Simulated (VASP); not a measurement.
Sn3PbS4:

```
Sn Pb S
1.0
     5.94051    0.00000    0.00000
     0.00000    5.94051    0.00000
     0.00000    0.00000    5.94051
Sn Pb S
3 1 4
Direct
  0.00000 0.50000 0.50000
  0.50000 0.50000 0.00000
  0.50000 0.00000 0.50000
  0.00000 0.00000 0.00000
  0.50000 0.00000 0.00000
  0.00000 0.00000 0.50000
  0.50000 0.50000 0.50000
  0.00000 0.50000 0.00000
```

| Property | Result |
| --- | --- |
| Program | VASP 6.6.1 |
| Task | relaxation of cell and atoms |
| Functional | PBE |
| Potentials or basis | VASP PAW PBE potentials, release 64 (Sn_d, Pb_d, S) |
| Cutoff | 600 eV |
| k mesh | 6 × 6 × 6 |
| Occupations | gaussian, width 0.1 eV |
| Spin | no spin polarisation |

At the start: pressure -1.3 GPa; volume 26.20 Å³/atom.

Problem. How do energy, volume and symmetry change on relaxing?

Solution. Over 3 steps the energy falls by 2.4 meV/atom and the volume is 25.58 Å³/atom (-2.4 %); space group Pm-3m (No. 221, to 0.05 Å).

The path:
```tsv
step	energy change (eV)	largest force (eV/Å)	pressure (GPa)	volume (Å³)
1	0.0000	0.0000	-1.25	209.64
2	-0.0185	0.0000	0.31	203.49
3	-0.0196	0.0000	0.00	204.67
```

Final structure:
```
Sn Pb S
1.0
     5.89320    0.00000    0.00000
     0.00000    5.89320    0.00000
     0.00000    0.00000    5.89320
Sn Pb S
3 1 4
Direct
  0.00000 0.50000 0.50000
  0.50000 0.50000 0.00000
  0.50000 0.00000 0.50000
  0.00000 0.00000 0.00000
  0.50000 0.00000 0.00000
  0.00000 0.00000 0.50000
  0.50000 0.50000 0.50000
  0.00000 0.50000 0.00000
```
